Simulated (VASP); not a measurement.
Write the native input for VASP 6.6.1 that does the following.

```
Task                   : single point
Functional             : PBE
Potentials or basis    : VASP PAW PBE potentials, release 64 (Sc_sv, Mn_pv, S)
Cutoff                 : 520 eV
k mesh                 : 4 × 4 × 4
Occupations            : gaussian, width 0.1 eV
Spin                   : collinear spin, ferromagnetic start
Starting moments       : [0.0, 4.0, 0.0, 0.0, 0.0] μB
Dipole correction      : no
Further INCAR settings : ALGO = Normal; EDIFF = 1e-06; NBANDS = 33
```

The structure of ScMnS3 lies in POSCAR:

```
ScMnS3
1.0
    4.6713587000      0.0000000000      0.0000000000
    0.0000000000      4.6713587000      0.0000000000
    0.0000000000      0.0000000000      4.6713587000
Sc Mn S
1 1 3
Direct
    0.5000000000      0.5000000000      0.5000000000
    0.0000000000      0.0000000000      0.0000000000
    0.5000000000      0.0000000000      0.0000000000
    0.0000000000      0.5000000000      0.0000000000
    0.0000000000      0.0000000000      0.5000000000
```

These files were run (other wordings do the same):

INCAR

```
ALGO = Normal
EDIFF = 1E-6
ENCUT = 520
GGA = PE
ISIF = 2
ISMEAR = 0
ISPIN = 2
LASPH = True
LCHARG = False
LMAXMIX = 4
LORBIT = 11
LREAL = False
LWAVE = False
MAGMOM = 0 4 0 0 0
NBANDS = 33
NELM = 150
PREC = Accurate
SIGMA = 0.1
```

KPOINTS

```
k-points
0
Gamma
  4 4 4
```

Potentials or basis: VASP PAW PBE potentials, release 64 (Sc_sv, Mn_pv, S).

The run is started by

```bash
$ cat potpaw_PBE.64/Sc_sv/POTCAR potpaw_PBE.64/Mn_pv/POTCAR potpaw_PBE.64/S/POTCAR > POTCAR
$ mpirun -np 1 vasp_std > vasp.out
```

It gave:

```yaml
Pressure: -6.2 GPa
Net_moment: 3.50 μB per cell
Site_moments: Sc +0.05; Mn +3.25; S -0.01 μB
Valence_electrons_inside_the_program's_atomic_spheres: Sc 8.92; Mn 11.61; S 3.70
```

Caveat: a cell with one magnetic atom can't hold antiferromagnetic order, which such compounds often take.

Wall time 2.2 min on 1 thread of AMD EPYC 7R43 64-Core Processor (Zen 3), with other jobs on the host, peak memory 0.23 GiB.
